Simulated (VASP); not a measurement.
# Br (P6_3/mmc) in VASP: notebook

Runs on Br. Level: PBEsol. Tasks: single point, relaxation of cell and atoms.

Program: VASP 6.6.1. These are calculated values, not measurements. Logs are shortened: lines on timing, memory, paths and dates and some standing lists are left out, and cuts for length are marked.

## Step 1: The cell of the first run

Symmetry: P6_3/mmc, No. 194, hexagonal system. Conventional cell: a = 4.821 Å, b = 4.821 Å, c = 8.069 Å, α = 90.00°, β = 90.00°, γ = 120.00°. Br (site symmetry -6m2) has 3 Br at 2.78 Å within 3.7 Å. Within 3.7 Å of Br (site symmetry -6m2) lie 3 Br at 2.78 Å.

## Step 2: Single point, PBEsol

Contents of INCAR:

```
PREC     = Accurate       # precision mode
ENCUT    = 520            # plane-wave cutoff, eV
EDIFF    = 1E-6           # SCF threshold, eV
ISMEAR   = 0              # smearing method
SIGMA    = 0.1            # smearing width, eV
LREAL    = F              # projectors in reciprocal space
LASPH    = T              # aspherical terms in the spheres
NELM     = 60             # most SCF steps
ALGO     = Normal         # electronic algorithm
ISIF     = 2              # what is computed and relaxed
LWAVE    = F              # write WAVECAR
LCHARG   = F              # write CHGCAR
GGA      = PS             # functional
NBANDS   = 22             # bands
```

Contents of KPOINTS:

```
Automatic mesh
0
Gamma
  12 12 6
```

Contents of POSCAR:

```
Br
1.0
    4.8212977005      0.0000000000      0.0000000000
   -2.4106488502      4.1753662878      0.0000000000
    0.0000000000      0.0000000000      8.0694722454
Br
4
Direct
    0.0000000000      0.0000000000      0.2500000000
    0.0000000000      0.0000000000      0.7500000000
    0.3333333333      0.6666666667      0.7500000000
    0.6666666667      0.3333333333      0.2500000000
```

Potentials or basis: VASP PAW PBE potentials, release 64 (Br).

Command:

```
cat potpaw_PBE.64/Br/POTCAR > POTCAR
mpirun -np 1 vasp_std > vasp.out
```

OUTCAR:

```text
PREC = Accurate
   ENCUT = 520
   EDIFF = 1E-6
   ISMEAR = 0
   LREAL = F
   LASPH = T
   NELM = 60
   ISIF = 2
   GGA = PS

 ion  position               nearest neighbor table
   1  0.000  0.000  0.250-   4 2.78   4 2.78   4 2.78
   2  0.000  0.000  0.750-   3 2.78   3 2.78   3 2.78
   3  0.333  0.667  0.750-   2 2.78   2 2.78   2 2.78
   4  0.667  0.333  0.250-   1 2.78   1 2.78   1 2.78

  LATTYP: Found a hexagonal cell.
 ALAT       =     4.8212977005
 C/A-ratio  =     1.6737137482

  Lattice vectors:

 A1 = (   4.8212977005,   0.0000000000,   0.0000000000)
 A2 = (  -2.4106488502,   4.1753662878,   0.0000000000)
 A3 = (   0.0000000000,   0.0000000000,   8.0694722454)

Analysis of symmetry for initial positions (statically):
=====================================================================
 Subroutine PRICEL returns:
 Original cell was already a primitive cell.

 Routine SETGRP: Setting up the symmetry group for a
 hexagonal supercell.

 Subroutine GETGRP returns: Found 24 space group operations
 (whereof 12 operations were pure point group operations)
 out of a pool of 24 trial point group operations.

The static configuration has the point symmetry D_3d.
 The point group associated with its full space group is D_6h.

Analysis of symmetry for dynamics (positions and initial velocities):
=====================================================================
 Subroutine PRICEL returns:
 Original cell was already a primitive cell.

 Routine SETGRP: Setting up the symmetry group for a
 hexagonal supercell.

 Subroutine GETGRP returns: Found 24 space group operations
 (whereof 12 operations were pure point group operations)
 out of a pool of 24 trial point group operations.

The dynamic configuration has the point symmetry D_3d.
 The point group associated with its full space group is D_6h.

 Subroutine INISYM returns: Found 24 space group operations
 (whereof 12 operations are pure point group operations),
 and found     1 'primitive' translations

----------------------------------------------------------------------------------------

                                     Primitive cell

  volume of cell :     162.4440

  direct lattice vectors                    reciprocal lattice vectors
     4.821297700  0.000000000  0.000000000     0.207413037  0.119749973  0.000000000
    -2.410648850  4.175366288  0.000000000     0.000000000  0.239499946  0.000000000
     0.000000000  0.000000000  8.069472245     0.000000000  0.000000000  0.123923842

  length of vectors
     4.821297700  4.821297700  8.069472245     0.239499946  0.239499946  0.123923842

  position of ions in fractional coordinates (direct lattice)
     0.000000000  0.000000000  0.250000000
     0.000000000  0.000000000  0.750000000
     0.333333333  0.666666667  0.750000000
     0.666666667  0.333333333  0.250000000

  ion indices of the primitive-cell ions
   primitive index   ion index
                 1           1
                 2           2
                 3           3
                 4           4

----------------------------------------------------------------------------------------

 KPOINTS: Automatic mesh

Automatic generation of k-mesh.
 Grid dimensions read from file:
 generate k-points for:   12   12    6

 Generating k-lattice:

  Cartesian coordinates                     Fractional coordinates (reciprocal lattice)
     0.017284420  0.009979164  0.000000000     0.083333333  0.000000000  0.000000000
     0.000000000  0.019958329  0.000000000     0.000000000  0.083333333  0.000000000
     0.000000000  0.000000000  0.020653974     0.000000000  0.000000000  0.166666667

  Length of vectors
     0.019958329  0.019958329  0.020653974

  Shift w.r.t. Gamma in fractional coordinates (k-lattice)
     0.000000000  0.000000000  0.000000000

 Subroutine IBZKPT returns following result:
 ===========================================

 Found     76 irreducible k-points:

 Following reciprocal coordinates:
            Coordinates               Weight
  0.000000  0.000000  0.000000      1.000000
  0.083333  0.000000  0.000000      6.000000
  0.166667  0.000000  0.000000      6.000000
  0.250000  0.000000  0.000000      6.000000
  0.333333 -0.000000  0.000000      6.000000
  0.416667  0.000000  0.000000      6.000000
[... 16 lines left out ...]
  0.250000  0.000000  0.166667     12.000000
  0.333333 -0.000000  0.166667     12.000000
 [... further k-points ...]
   k-points           NKPTS =     76   k-points in BZ     NKDIM =     76   number of bands    NBANDS=     22
   number of dos      NEDOS =    301   number of ions     NIONS =      4
   total plane-waves  NPLWV =  77760
   dimension x,y,z NGX =    36 NGY =   36 NGZ =   60
   dimension x,y,z NGXF=    72 NGYF=   72 NGZF=  120
   ions per type =               4
   NGX,Y,Z   is equivalent  to a cutoff of  12.41, 12.41, 12.36 a.u.
   NGXF,Y,Z  is equivalent  to a cutoff of  24.83, 24.83, 24.72 a.u.
 SYSTEM =  unknown system
   PREC   = accura    normal or accurate (medium, high low for compatibility)
   ISTART =      0    job   : 0-new  1-cont  2-samecut
   ICHARG =      2    charge: 1-file 2-atom 10-const
   ISPIN  =      1    spin polarized calculation?
   LNONCOLLINEAR =      F non collinear calculations
   LSORBIT =      F    spin-orbit coupling
   LASPH  =      T    aspherical Exc in radial PAW
   ENCUT  =  520.0 eV  38.22 Ry    6.18 a.u.   8.96  8.96 15.00*2*pi/ulx,y,z
   NELM   =     60;   NELMIN=  2; NELMDL= -5     # of ELM steps
   EDIFF  = 0.1E-05   stopping-criterion for ELM
   LREAL  =      F    real-space projection
   EDIFFG = 0.1E-04   stopping-criterion for IOM
   NSW    =      0    number of steps for IOM
   IBRION =     -1    ionic relax: 0-MD 1-quasi-New 2-CG
   NFREE  =      0    steps in history (QN), initial steepest desc. (CG)
   ISIF   =      2    stress and relaxation
   ISYM   =      2    0-nonsym 1-usesym 2-fastsym
   POTIM  = 0.5000    time-step for ionic-motion
   TEBEG  =    0.0;   TEEND  =   0.0 temperature during run
   PSTRESS=    0.0 pullay stress
   NELECT =      28.0000    total number of electrons
   NUPDOWN=      -1.0000    fix difference up-down
   EMIN   =  10.00;   EMAX   =-10.00  energy-range for DOS
   EFERMI =   0.00;   METHOD = LEGACY
   ISMEAR =     0;   SIGMA  =   0.10  broadening in eV -4-tet -1-fermi 0-gaus
   EFERMI_NEDOS =   21; number of points for ismear=-14 and -15
   IALGO  =     38    algorithm
   IMIX   =      4    mixing-type and parameters
     AMIX     =   0.40;   BMIX     =  1.00
     AMIX_MAG =   1.60;   BMIX_MAG =  1.00
  volume/ion in A,a.u.               =      40.61       274.06
  Fermi-wavevector in a.u.,A,eV,Ry     =   0.911087  1.721704 11.293906  0.830079
  Thomas-Fermi vector in A             =   2.035325
   LORBIT       =      0    0 simple, 1 ext, 2 COOP (PROOUT), +10 PAW based schemes
   GGA     = PS    functional components
   LHFCALC =     F    Hartree Fock is set to
   AEXX    =    0.0000 exact exchange contribution
   IVDW    =     0    specifies the selected vdW correction
   LEPSILON=     F    determine dielectric tensor
   LRPA    =     F    only Hartree local field effects (RPA)
 non-spin polarized calculation
 Gauss-broadening in eV      SIGMA  =   0.10
  energy-cutoff  :      520.00
  volume of cell :      162.44
 maximum number of plane-waves:      4404
 NGX is ok and might be reduce to    36
   NGX = 17   NGY = 17   NGZ = 31

 number of electron      27.9999993 magnetization

 Free energy of the ion-electron system (eV)
  ---------------------------------------------------
  ext. energy  EPLUGINS =         0.00000000
  ---------------------------------------------------
  free energy    TOTEN  =        -5.89271305 eV

  energy without entropy =       -5.87691662  energy(sigma->0) =       -5.88481483

 E-fermi :  -1.2526     XC(G=0):  -7.1115

 val. band max:       -1.2576791543   @ k =   0.0833   0.0000   0.3333
 cond. band min:      -1.2448049842   @ k =   0.0833   0.0000   0.5000
 fundamental gap:      0.0128741701
 Fermi energy:        -1.2526217349

 k-point     1 :       0.0000    0.0000    0.0000
  band No.  band energies     occupation
      1     -16.6016      2.00000
      2     -16.5261      2.00000
      3     -13.9360      2.00000
      4     -13.8990      2.00000
      5      -5.0409      2.00000
      6      -5.0409      2.00000
[... 14 lines left out ...]
     21       8.0610      0.00000
     22       8.0610      0.00000

 k-point     2 :       0.0833    0.0000    0.0000
  band No.  band energies     occupation
      1     -16.5710      2.00000
      2     -16.4962      2.00000
      3     -13.9934      2.00000
      4     -13.9560      2.00000
      5      -5.0863      2.00000
      6      -5.0169      2.00000
[... 14 lines left out ...]
     21       7.8229      0.00000
     22       8.0949      0.00000

 k-point     3 :       0.1667    0.0000    0.0000
  band No.  band energies     occupation
      1     -16.4810      2.00000
      2     -16.4082      2.00000
      3     -14.1548      2.00000
      4     -14.1165      2.00000
      5      -5.1987      2.00000
      6      -5.1104      2.00000
[... 14 lines left out ...]
     21       7.8970      0.00000
     22       8.0616      0.00000
[... 476 lines left out ...]
 k-point    23 :       0.2500    0.0000    0.1667
  band No.  band energies     occupation
      1     -16.3330      2.00000
      2     -16.2729      2.00000
      3     -14.3891      2.00000
      4     -14.3549      2.00000
      5      -5.3270      2.00000
      6      -5.2368      2.00000
[... 14 lines left out ...]
     21       7.7113      0.00000
     22       8.0456      0.00000

 k-point    24 :       0.3333   -0.0000    0.1667
  band No.  band energies     occupation
      1     -16.1501      2.00000
      2     -16.0948      2.00000
      3     -14.6604      2.00000
      4     -14.6260      2.00000
      5      -5.4464      2.00000
      6      -5.3472      2.00000
[... 14 lines left out ...]
     21       7.5242      0.00000
     22       7.6480      0.00000

 [... further k-points ...]

------------------------ aborting loop because EDIFF is reached ----------------------------------------

  FORCE on cell =-STRESS in cart. coord.  units (eV):
  Direction    XX          YY          ZZ          XY          YZ          ZX
  --------------------------------------------------------------------------------------
  -------------------------------------------------------------------------------------
  Total        0.0071590      0.0071590     -0.0045511      0.0000000      0.0000000      0.0000000
  in kB        0.0706085      0.0706085     -0.0448871      0.0000000      0.0000000      0.0000000
  external PRESSURE =       0.0321099 kB  Pullay stress =       0.0000000 kB

 VOLUME and BASIS-vectors are now :
 -----------------------------------------------------------------------------
  energy-cutoff  :      520.00
  volume of cell :      162.44
      direct lattice vectors                 reciprocal lattice vectors
     4.821297700  0.000000000  0.000000000     0.207413037  0.119749973  0.000000000
    -2.410648850  4.175366288  0.000000000     0.000000000  0.239499946  0.000000000
     0.000000000  0.000000000  8.069472245     0.000000000  0.000000000  0.123923842

 POSITION                                       TOTAL-FORCE (eV/Angst)
 -----------------------------------------------------------------------------------
      0.00000      0.00000      2.01737        -0.000000      0.000000     -0.000000
      0.00000      0.00000      6.05210         0.000000      0.000000      0.000000
     -0.00000      2.78358      6.05210        -0.000000      0.000000     -0.000000
      2.41065      1.39179      2.01737         0.000000     -0.000000      0.000000
 -----------------------------------------------------------------------------------
    total drift:                               -0.000000      0.000000     -0.000000

  FREE ENERGIE OF THE ION-ELECTRON SYSTEM (eV)
  ---------------------------------------------------
  free  energy   TOTEN  =        -5.8927130503 eV

  energy  without entropy=       -5.8769166156  energy(sigma->0) =       -5.88481483
```

Wall time 2.7 min (1 thread of Intel Xeon Platinum 8488C (Sapphire Rapids), shared host); peak memory 0.37 GiB.

What came out:

| Item | Value |
| --- | --- |
| Free energy | -5.8927 eV |
| Pressure | 0.0 GPa |
| Band gap on the k mesh | zero (bands 14 and 15 overlap by 0.07 eV) |

Caveat: the PAW data sets were made with another functional, which shifts forces and pressure a little; this functional lacks dispersion, which binds layers or chains, so the pressure and a relaxed spacing across them are unreliable.

## Step 3: Relaxation of cell and atoms, PBEsol

This run uses another cell than the first one, of 40.41 Å³/atom.

Contents of INCAR:

```
SYSTEM = Br
  PREC = Accurate
  ENCUT = 600
  EDIFF = 1E-7
  ISMEAR = 0
  SIGMA = 0.1
  LREAL = .False.
  LASPH = .True.
  NELM = 60
  ALGO = Normal
  ISIF = 3
  LWAVE = .False.
  LCHARG = .False.
  GGA = PS
  IBRION = 2
  NSW = 100
  EDIFFG = -0.01
```

Contents of KPOINTS:

```
Automatic mesh
0
Gamma
  12 12 6
  0 0 0
```

Contents of POSCAR:

```
Br
1.0
    4.8093403624      0.0000000000      0.0000000000
   -2.4046701812      4.1650109293      0.0000000000
    0.0000000000      0.0000000000      8.0688792132
Br
4
Direct
    0.0000000000      0.0000000000      0.2500000000
    0.0000000000      0.0000000000      0.7500000000
    0.3333333333      0.6666666667      0.7500000000
    0.6666666667      0.3333333333      0.2500000000
```

Potentials or basis: VASP PAW PBE potentials, release 64 (Br).

Command:

```
cat potpaw_PBE.64/Br/POTCAR > POTCAR
mpirun -np 1 vasp_std > vasp.out
```

Wall time 5.1 min (1 thread of Intel Xeon Platinum 8488C (Sapphire Rapids), shared host); peak memory 0.45 GiB.

The run converged. Its results:

| Quantity | Value |
| --- | --- |
| Free energy | -5.8933 eV |
| Relaxed volume | 40.64 Å³/atom |
| Relaxed cell | a = 4.823 Å, b = 4.823 Å, c = 8.069 Å, α = 90.00°, β = 90.00°, γ = 120.00° |
| Space group after relaxing (to 0.1 Å) | P6_3/mmc (No. 194) |
| Energy gained by relaxing | 0.1 meV/atom |
| Ionic steps | 2 |
| Pressure after relaxing | 0.0 GPa |
| Band gap on the k mesh | zero (bands 14 and 15 overlap by 0.07 eV) |

Step by step:
```csv
step,energy change (eV),largest force (eV/Å),pressure (GPa),volume (Å³)
1,0.0000,0.0000,0.16,161.63
2,-0.0006,0.0000,-0.02,162.55
```

Final structure:
```yaml
crystal:
  lattice:
    - [4.82321, 0.00000, 0.00000]
    - [-2.41160, 4.17702, 0.00000]
    - [0.00000, 0.00000, 8.06857]
  atoms:
    - { symbol: Br, position: [0.00000, 0.00000, 0.25000] }
    - { symbol: Br, position: [0.00000, 0.00000, 0.75000] }
    - { symbol: Br, position: [0.33333, 0.66667, 0.75000] }
    - { symbol: Br, position: [0.66667, 0.33333, 0.25000] }
```

Levels at points of the mesh, in eV from the Fermi level:
```
           k point  band 11  band 12  band 13  band 14  band 15  band 16  band 17  band 18
(0.00, 0.00, 0.00)    -0.32    -0.10    -0.10    -0.05    -0.05     0.07     5.10     7.52
(0.50, 0.00, 0.00)    -1.15    -0.84    -0.07    -0.06     1.24     1.28     6.91     7.06
(0.00, 0.00, 0.50)    -0.15    -0.15    -0.08    -0.08    -0.08    -0.08     6.47     6.47
(0.50, 0.00, 0.50)    -1.13    -1.13    -0.06    -0.06     1.26     1.26     7.23     7.23
```

Caveat: the PAW data sets were made with another functional, which shifts forces and pressure a little; this functional lacks dispersion, which binds layers or chains, so the pressure and a relaxed spacing across them are unreliable.
